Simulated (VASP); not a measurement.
# O (P6_3/mmc) in VASP: further runs, part 2 of 3

VASP 6.6.1.

## Step 3: Electric field gradients, PBEsol (volume scaled by 0.99)

Contents of INCAR:

```
SYSTEM = O
PREC = Accurate
ENCUT = 520
EDIFF = 1E-8
ISMEAR = -1
SIGMA = 0.03
LREAL = .FALSE.
LASPH = .TRUE.
NELM = 80
ALGO = Normal
ISIF = 2
LWAVE = .FALSE.
LCHARG = .FALSE.
GGA = PS
LEFG = .TRUE.
NBANDS = 20
```

Contents of KPOINTS:

```
Automatic mesh
0
G
  13 13 5
  0 0 0
```

Contents of POSCAR:

```
O
1.0
    2.5524342616      0.0000000000      0.0000000000
   -1.2762171308      2.2104729120      0.0000000000
    0.0000000000      0.0000000000      6.5530098692
O
4
Direct
    0.3333333333      0.6666666667      0.1610000000
    0.6666666667      0.3333333333      0.6610000000
    0.3333333333      0.6666666667      0.3390000000
    0.6666666667      0.3333333333      0.8390000000
```

Potentials or basis: VASP PAW PBE potentials, release 64 (O).

The run is started by

```bash
> cat potpaw_PBE.64/O/POTCAR > POTCAR
> mpirun -np 1 vasp_std > vasp.out
```

OUTCAR:

```text
SYSTEM = O
   PREC = Accurate
   ENCUT = 520
   EDIFF = 1E-8
   ISMEAR = -1
   LREAL = .FALSE.
   LASPH = .TRUE.
   NELM = 80
   ISIF = 2
   GGA = PS

 ion  position               nearest neighbor table
   1  0.333  0.667  0.161-   3 1.17
   2  0.667  0.333  0.661-   4 1.17
   3  0.333  0.667  0.339-   1 1.17
   4  0.667  0.333  0.839-   2 1.17

  LATTYP: Found a hexagonal cell.
 ALAT       =     2.5524342616
 C/A-ratio  =     2.5673569611

  Lattice vectors:

 A1 = (   2.5524342616,   0.0000000000,   0.0000000000)
 A2 = (  -1.2762171308,   2.2104729120,   0.0000000000)
 A3 = (   0.0000000000,   0.0000000000,   6.5530098692)

Analysis of symmetry for initial positions (statically):
=====================================================================
 Subroutine PRICEL returns:
 Original cell was already a primitive cell.

 Routine SETGRP: Setting up the symmetry group for a
 hexagonal supercell.

 Subroutine GETGRP returns: Found 24 space group operations
 (whereof 12 operations were pure point group operations)
 out of a pool of 24 trial point group operations.

The static configuration has the point symmetry D_3d.
 The point group associated with its full space group is D_6h.

Analysis of symmetry for dynamics (positions and initial velocities):
=====================================================================
 Subroutine PRICEL returns:
 Original cell was already a primitive cell.

 Routine SETGRP: Setting up the symmetry group for a
 hexagonal supercell.

 Subroutine GETGRP returns: Found 24 space group operations
 (whereof 12 operations were pure point group operations)
 out of a pool of 24 trial point group operations.

The dynamic configuration has the point symmetry D_3d.
 The point group associated with its full space group is D_6h.

 Subroutine INISYM returns: Found 24 space group operations
 (whereof 12 operations are pure point group operations),
 and found     1 'primitive' translations

----------------------------------------------------------------------------------------

                                     Primitive cell

  volume of cell :      36.9727

  direct lattice vectors                    reciprocal lattice vectors
     2.552434262  0.000000000  0.000000000     0.391782862  0.226195941  0.000000000
    -1.276217131  2.210472912  0.000000000     0.000000000  0.452391882  0.000000000
     0.000000000  0.000000000  6.553009869     0.000000000  0.000000000  0.152601632

  length of vectors
     2.552434262  2.552434262  6.553009869     0.452391882  0.452391882  0.152601632

  position of ions in fractional coordinates (direct lattice)
     0.333333333  0.666666667  0.161000000
     0.666666667  0.333333333  0.661000000
     0.333333333  0.666666667  0.339000000
     0.666666667  0.333333333  0.839000000

  ion indices of the primitive-cell ions
   primitive index   ion index
                 1           1
                 2           2
                 3           3
                 4           4

[... 84 lines left out ...]
   EMIN   =  10.00;   EMAX   =-10.00  energy-range for DOS
   EFERMI =   0.00;   METHOD = LEGACY
   ISMEAR =    -1;   SIGMA  =   0.03  broadening in eV -4-tet -1-fermi 0-gaus
   EFERMI_NEDOS =   21; number of points for ismear=-14 and -15
   IALGO  =     38    algorithm
   IMIX   =      4    mixing-type and parameters
     AMIX     =   0.40;   BMIX     =  1.00
     AMIX_MAG =   1.60;   BMIX_MAG =  1.00
  volume/ion in A,a.u.               =       9.24        62.38
  Fermi-wavevector in a.u.,A,eV,Ry     =   1.417485  2.678658 27.337681  2.009263
  Thomas-Fermi vector in A             =   2.538710
   LORBIT       =      0    0 simple, 1 ext, 2 COOP (PROOUT), +10 PAW based schemes
   GGA     = PS    functional components
   LHFCALC =     F    Hartree Fock is set to
   AEXX    =    0.0000 exact exchange contribution
   IVDW    =     0    specifies the selected vdW correction
   LEPSILON=     F    determine dielectric tensor
   LRPA    =     F    only Hartree local field effects (RPA)
 non-spin polarized calculation
  energy-cutoff  :      520.00
  volume of cell :       36.97
 maximum number of plane-waves:      1014
 NGX is ok and might be reduce to    20
   NGX =  9   NGY =  9   NGZ = 25

 number of electron      23.9999995 magnetization

 Free energy of the ion-electron system (eV)
  ---------------------------------------------------
  ext. energy  EPLUGINS =         0.00000000
  ---------------------------------------------------
  free energy    TOTEN  =       -19.87898994 eV

  energy without entropy =      -19.87067086  energy(sigma->0) =      -19.87483040

 E-fermi :   2.4386     XC(G=0): -10.9040

 val. band max:        2.4325712532   @ k =   0.2308  -0.0000   0.2000
 cond. band min:       2.4550442164   @ k =   0.3077   0.1538   0.2000
 fundamental gap:      0.0224729633
 Fermi energy:         2.4386280546

 k-point     1 :       0.0000    0.0000    0.0000
  band No.  band energies     occupation
      1     -26.7287      2.00000
      2     -26.5871      2.00000
      3     -13.5881      2.00000
      4     -11.6190      2.00000
      5      -7.8450      2.00000
      6      -4.7453      2.00000
[... 541 lines left out ...]
     19      18.0800      0.00000
     20      18.1422      0.00000

 [... further k-points ...]

------------------------ aborting loop because EDIFF is reached ----------------------------------------

  FORCE on cell =-STRESS in cart. coord.  units (eV):
  Direction    XX          YY          ZZ          XY          YZ          ZX
  --------------------------------------------------------------------------------------
  -------------------------------------------------------------------------------------
  Total       -1.2067254     -1.2067254     15.4923646      0.0000000     -0.0000000      0.0000000
  in kB      -52.2923845    -52.2923845    671.3480124      0.0000000     -0.0000000      0.0000000
  external PRESSURE =     188.9210811 kB  Pullay stress =       0.0000000 kB

 VOLUME and BASIS-vectors are now :
 -----------------------------------------------------------------------------
  energy-cutoff  :      520.00
  volume of cell :       36.97
      direct lattice vectors                 reciprocal lattice vectors
     2.552434262  0.000000000  0.000000000     0.391782862  0.226195941  0.000000000
    -1.276217131  2.210472912  0.000000000     0.000000000  0.452391882  0.000000000
     0.000000000  0.000000000  6.553009869     0.000000000  0.000000000  0.152601632

 POSITION                                       TOTAL-FORCE (eV/Angst)
 -----------------------------------------------------------------------------------
     -0.00000      1.47365      1.05503        -0.000000      0.000000     -5.041458
      1.27622      0.73682      4.33154         0.000000     -0.000000     -5.041458
     -0.00000      1.47365      2.22147        -0.000000      0.000000      5.041458
      1.27622      0.73682      5.49798         0.000000     -0.000000      5.041458
 -----------------------------------------------------------------------------------
    total drift:                               -0.000000      0.000000      0.000000

  FREE ENERGIE OF THE ION-ELECTRON SYSTEM (eV)
  ---------------------------------------------------
  free  energy   TOTEN  =       -19.8789899371 eV

  energy  without entropy=      -19.8706708583  energy(sigma->0) =      -19.87483040

 Electric field gradients (V/A^2)
---------------------------------------------------------------------
 ion       V_xx      V_yy      V_zz      V_xy      V_xz      V_yz
---------------------------------------------------------------------
   1     -54.775   -54.777   109.553    -0.002     0.000    -0.000
   2     -54.775   -54.777   109.553    -0.002    -0.000     0.000
   3     -54.775   -54.777   109.553    -0.002    -0.000     0.000
   4     -54.775   -54.777   109.553    -0.002     0.000    -0.000
---------------------------------------------------------------------

 Electric field gradients after diagonalization (V/A^2)
 (convention: |V_zz| > |V_xx| > |V_yy|)
----------------------------------------------------------------------
 ion       V_xx      V_yy      V_zz     asymmetry (V_yy - V_xx)/ V_zz
----------------------------------------------------------------------
   1     -54.778   -54.774   109.553       0.000
   2     -54.778   -54.774   109.553       0.000
   3     -54.778   -54.774   109.553       0.000
   4     -54.778   -54.774   109.553       0.000
----------------------------------------------------------------------

           NMR quadrupolar parameters

 Cq : quadrupolar parameter    Cq=e*Q*V_zz/h
 eta: asymmetry parameters     (V_yy - V_xx)/ V_zz
 Q  : nuclear electric quadrupole moment in mb (millibarn)
----------------------------------------------------------------------
 ion       Cq(MHz)       eta       Q (mb)
----------------------------------------------------------------------
   1       0.265       0.000       1.000
   2       0.265       0.000       1.000
   3       0.265       0.000       1.000
   4       0.265       0.000       1.000
----------------------------------------------------------------------
```

Run time: 22 s. Hardware: 1 thread of Intel Xeon Platinum 8559C (Emerald Rapids), shared host; peak memory 0.16 GiB.

Results:

* Free energy: -19.8790 eV
* Pressure: 18.9 GPa
* Largest force: 5.041 eV/Å
* Band gap on the k mesh: zero (band 12 reaches 3.59 eV, above the bottom of band 13 at 1.58 eV)

Forces on the atoms (eV/Å):
```
O    0.000  0.000 -5.041
O    0.000  0.000 -5.041
O    0.000  0.000  5.041
O    0.000  0.000  5.041
```

Electric field gradients, principal values (V/Å²):
```
atom    least   middle  greatest (by size)
 1 O  -54.774  -54.778             109.553
 2 O  -54.774  -54.778             109.553
 3 O  -54.774  -54.778             109.553
 4 O  -54.774  -54.778             109.553
```

Caveat: the standard files for N, O and F lose accuracy on very short bonds; spin is off for a triplet molecule; without QUAD_EFG the Cq values of the log hold for a quadrupole moment of 1 mb, not for the nuclei; the PAW data sets were made with another functional, which shifts forces and pressure a little.

## Step 4: Electric field gradients, PBEsol (volume scaled by 1.02)

Contents of INCAR:

```
ALGO = Normal ; EDIFF = 1E-8
ENCUT = 520 ; GGA = PS
ISIF = 2 ; ISMEAR = -1
LASPH = T ; LCHARG = F
LEFG = T ; LREAL = F
LWAVE = F ; NBANDS = 20
NELM = 80 ; PREC = Accurate
SIGMA = 0.03
```

Contents of KPOINTS:

```
k-points
0
Gamma
  13 13 5
```

Contents of POSCAR:

```
O
1.0
    2.5779602975      0.0000000000      0.0000000000
   -1.2889801488      2.2325791076      0.0000000000
    0.0000000000      0.0000000000      6.6185443154
O
4
Direct
    0.3333333333      0.6666666667      0.1610000000
    0.6666666667      0.3333333333      0.6610000000
    0.3333333333      0.6666666667      0.3390000000
    0.6666666667      0.3333333333      0.8390000000
```

Potentials or basis: VASP PAW PBE potentials, release 64 (O).

The run is started by

```bash
> cat potpaw_PBE.64/O/POTCAR > POTCAR
> mpirun -np 1 vasp_std > vasp.out
```

OUTCAR:

```text
EDIFF = 1E-8
   ENCUT = 520
   GGA = PS
   ISIF = 2
   ISMEAR = -1
   LASPH = T
   LREAL = F
   NELM = 80
   PREC = Accurate

 ion  position               nearest neighbor table
   1  0.333  0.667  0.161-   3 1.18
   2  0.667  0.333  0.661-   4 1.18
   3  0.333  0.667  0.339-   1 1.18
   4  0.667  0.333  0.839-   2 1.18

  LATTYP: Found a hexagonal cell.
 ALAT       =     2.5779602975
 C/A-ratio  =     2.5673569612

  Lattice vectors:

 A1 = (   2.5779602975,   0.0000000000,   0.0000000000)
[... 780 lines left out ...]
 ion       V_xx      V_yy      V_zz      V_xy      V_xz      V_yz
---------------------------------------------------------------------
   1     -56.600   -56.602   113.202    -0.002     0.000    -0.000
   2     -56.600   -56.602   113.202    -0.002    -0.000     0.000
   3     -56.600   -56.602   113.202    -0.002    -0.000     0.000
   4     -56.600   -56.602   113.202    -0.002     0.000    -0.000
---------------------------------------------------------------------

 Electric field gradients after diagonalization (V/A^2)
 (convention: |V_zz| > |V_xx| > |V_yy|)
----------------------------------------------------------------------
 ion       V_xx      V_yy      V_zz     asymmetry (V_yy - V_xx)/ V_zz
----------------------------------------------------------------------
   1     -56.604   -56.598   113.202       0.000
   2     -56.604   -56.598   113.202       0.000
   3     -56.604   -56.598   113.202       0.000
   4     -56.604   -56.598   113.202       0.000
----------------------------------------------------------------------

           NMR quadrupolar parameters

 Cq : quadrupolar parameter    Cq=e*Q*V_zz/h
 eta: asymmetry parameters     (V_yy - V_xx)/ V_zz
 Q  : nuclear electric quadrupole moment in mb (millibarn)
----------------------------------------------------------------------
 ion       Cq(MHz)       eta       Q (mb)
----------------------------------------------------------------------
   1       0.274       0.000       1.000
   2       0.274       0.000       1.000
   3       0.274       0.000       1.000
   4       0.274       0.000       1.000
----------------------------------------------------------------------
```

Wall time 21 s (1 thread of Intel Xeon Platinum 8559C (Emerald Rapids), shared host); peak memory 0.16 GiB.

What came out:

- Free energy: -19.9951 eV
- Pressure: 13.1 GPa
- Largest force: 3.823 eV/Å
- Band gap on the k mesh: zero (band 12 reaches 3.19 eV, above the bottom of band 13 at 1.27 eV)

Forces on the atoms (eV/Å):
```
O    0.000  0.000 -3.823
O    0.000  0.000 -3.823
O    0.000  0.000  3.823
O    0.000  0.000  3.823
```

Electric field gradients, principal values (V/Å²):
```tsv
atom	least	middle	greatest (by size)
1 O	-56.598	-56.604	113.202
2 O	-56.598	-56.604	113.202
3 O	-56.598	-56.604	113.202
4 O	-56.598	-56.604	113.202
```

Caveat: the standard files for N, O and F lose accuracy on very short bonds; spin is off for a triplet molecule; without QUAD_EFG the Cq values of the log hold for a quadrupole moment of 1 mb, not for the nuclei; the PAW data sets were made with another functional, which shifts forces and pressure a little.

## Step 5: Electric field gradients, PBEsol (zz strain of +2 %)

Contents of INCAR:

```
ALGO = Normal ; EDIFF = 1E-8
ENCUT = 520 ; GGA = PS
ISIF = 2 ; ISMEAR = -1
LASPH = True ; LCHARG = False
LEFG = True ; LREAL = False
LWAVE = False ; NBANDS = 20
NELM = 80 ; PREC = Accurate
SIGMA = 0.03
```

KPOINTS is that of step 4.

Contents of POSCAR:

```
O
1.0
    2.5609995414      0.0000000000      0.0000000000
   -1.2804997707      2.2178906619      0.0000000000
    0.0000000000      0.0000000000      6.7065000000
O
4
Direct
    0.3333333333      0.6666666667      0.1610000000
    0.6666666667      0.3333333333      0.6610000000
    0.3333333333      0.6666666667      0.3390000000
    0.6666666667      0.3333333333      0.8390000000
```

Potentials or basis: VASP PAW PBE potentials, release 64 (O).

The run is started by

```bash
> cat potpaw_PBE.64/O/POTCAR > POTCAR
> mpirun -np 1 vasp_std > vasp.out
```

OUTCAR:

```text
EDIFF = 1E-8
   ENCUT = 520
   GGA = PS
   ISIF = 2
   ISMEAR = -1
   LASPH = True
   LREAL = False
   NELM = 80
   PREC = Accurate

 ion  position               nearest neighbor table
   1  0.333  0.667  0.161-   3 1.19
   2  0.667  0.333  0.661-   4 1.19
   3  0.333  0.667  0.339-   1 1.19
   4  0.667  0.333  0.839-   2 1.19

  LATTYP: Found a hexagonal cell.
 ALAT       =     2.5609995414
 C/A-ratio  =     2.6187041003

  Lattice vectors:

 A1 = (   2.5609995414,   0.0000000000,   0.0000000000)
[... 780 lines left out ...]
 ion       V_xx      V_yy      V_zz      V_xy      V_xz      V_yz
---------------------------------------------------------------------
   1     -58.913   -58.915   117.828    -0.002     0.000    -0.000
   2     -58.913   -58.915   117.828    -0.002    -0.000     0.000
   3     -58.913   -58.915   117.828    -0.002    -0.000     0.000
   4     -58.913   -58.915   117.828    -0.002     0.000    -0.000
---------------------------------------------------------------------

 Electric field gradients after diagonalization (V/A^2)
 (convention: |V_zz| > |V_xx| > |V_yy|)
----------------------------------------------------------------------
 ion       V_xx      V_yy      V_zz     asymmetry (V_yy - V_xx)/ V_zz
----------------------------------------------------------------------
   1     -58.916   -58.912   117.828       0.000
   2     -58.916   -58.912   117.828       0.000
   3     -58.916   -58.912   117.828       0.000
   4     -58.916   -58.912   117.828       0.000
----------------------------------------------------------------------

           NMR quadrupolar parameters

 Cq : quadrupolar parameter    Cq=e*Q*V_zz/h
 eta: asymmetry parameters     (V_yy - V_xx)/ V_zz
 Q  : nuclear electric quadrupole moment in mb (millibarn)
----------------------------------------------------------------------
 ion       Cq(MHz)       eta       Q (mb)
----------------------------------------------------------------------
   1       0.285       0.000       1.000
   2       0.285       0.000       1.000
   3       0.285       0.000       1.000
   4       0.285       0.000       1.000
----------------------------------------------------------------------
```

OSZICAR:

```text
N       E                     dE             d eps       ncg     rms          rms(c)
DAV:   1     0.120158467944E+03    0.12016E+03   -0.14581E+04  2544   0.118E+03
DAV:   2    -0.154416979065E+02   -0.13560E+03   -0.13161E+03  3076   0.274E+02
DAV:   3    -0.207577520069E+02   -0.53161E+01   -0.52629E+01  3380   0.523E+01
DAV:   4    -0.207807750649E+02   -0.23023E-01   -0.23018E-01  2924   0.378E+00
DAV:   5    -0.207808823069E+02   -0.10724E-03   -0.10724E-03  3032   0.238E-01    0.631E+00
DAV:   6    -0.202677716472E+02    0.51311E+00   -0.38055E-01  2988   0.564E+00    0.337E+00
DAV:   7    -0.201486089937E+02    0.11916E+00   -0.39338E-01  3272   0.548E+00    0.618E-01
DAV:   8    -0.201515889264E+02   -0.29799E-02   -0.44138E-02  2672   0.159E+00    0.944E-02
DAV:   9    -0.201512648618E+02    0.32406E-03   -0.85219E-04  2892   0.269E-01    0.378E-02
DAV:  10    -0.201512611395E+02    0.37223E-05   -0.80753E-05  3104   0.723E-02    0.124E-02
DAV:  11    -0.201512599068E+02    0.12326E-05   -0.99323E-06  2912   0.297E-02    0.447E-03
DAV:  12    -0.201512598849E+02    0.21881E-07   -0.10835E-06  2788   0.921E-03    0.703E-04
DAV:  13    -0.201512598242E+02    0.60704E-07   -0.56067E-08  3184   0.186E-03    0.115E-04
DAV:  14    -0.201512598168E+02    0.74283E-08   -0.16881E-09  1364   0.349E-04
   1 F= -.20151260E+02 E0= -.20146944E+02  d E =-.863193E-02
```

Run time: 20 s. Hardware: 1 thread of Intel Xeon Platinum 8559C (Emerald Rapids), shared host; peak memory 0.16 GiB.

What came out:

- Free energy: -20.1513 eV
- Pressure: 8.1 GPa
- Largest force: 2.281 eV/Å
- Band gap on the k mesh: zero (band 12 reaches 3.11 eV, above the bottom of band 13 at 1.13 eV)

Forces in eV/Å, atoms in the order of the input:
```
O    0.000  0.000 -2.281
O    0.000  0.000 -2.281
O    0.000  0.000  2.281
O    0.000  0.000  2.281
```

Stress tensor (GPa, compression positive):
```
-5.71  0.00  0.00
 0.00 -5.71  0.00
 0.00  0.00 35.81
```

Electric field gradients, principal values (V/Å²):
| atom | least | middle | greatest (by size) |
| --- | --- | --- | --- |
| 1 O | -58.912 | -58.916 | 117.828 |
| 2 O | -58.912 | -58.916 | 117.828 |
| 3 O | -58.912 | -58.916 | 117.828 |
| 4 O | -58.912 | -58.916 | 117.828 |

Caveat: the cell differs from its parent crystal (zz strain of +2 %); the standard files for N, O and F lose accuracy on very short bonds; spin is off for a triplet molecule; without QUAD_EFG the Cq values of the log hold for a quadrupole moment of 1 mb, not for the nuclei; the PAW data sets were made with another functional, which shifts forces and pressure a little.

[end of part 2 of 3]
